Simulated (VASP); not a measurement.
Write the native input for VASP 6.6.1 that does the following.

```yaml
Task: single point
Functional: LDA
Potentials_or_basis: VASP PAW LDA potentials, release 64 (Hf_pv, N)
Cutoff: 520 eV
k_mesh: 10 × 10 × 10
Occupations: fermi-dirac, width 0.05 eV
Spin: no spin polarisation
Dipole_correction: no
Further_INCAR_settings: ALGO = Normal; EDIFF = 1e-07; NBANDS = 14
```

The structure of HfN lies in POSCAR:

```
HfN
1.0
    0.0000000000      2.5108143339      2.5108143339
    2.5108143339      0.0000000000      2.5108143339
    2.5108143339      2.5108143339      0.0000000000
Hf N
1 1
Direct
    0.0000000000      0.0000000000      0.0000000000
    0.7500000000      0.7500000000      0.7500000000
```

The input as run:

INCAR

```
SYSTEM = HfN
ALGO = Normal ; EDIFF = 1E-7
ENCUT = 520 ; GGA = CA
ISIF = 2 ; ISMEAR = -1
LASPH = .True. ; LCHARG = .False.
LREAL = .False. ; LWAVE = .False.
NBANDS = 14 ; NELM = 100
PREC = Accurate ; SIGMA = 0.05
```

KPOINTS

```
k-points
0
Gamma
  10 10 10
  0 0 0
```

Potentials or basis: VASP PAW LDA potentials, release 64 (Hf_pv, N).

The run is started by

```sh
$ cat potpaw_LDA.64/Hf_pv/POTCAR potpaw_LDA.64/N/POTCAR > POTCAR
$ mpirun -np 1 vasp_std > vasp.out
```

Results of the run:

```yaml
Pressure: -20.2 GPa
```

Wall time 27 s on 1 thread of AMD EPYC 7R43 64-Core Processor (Zen 3) (shared host), peak memory 0.11 GiB.
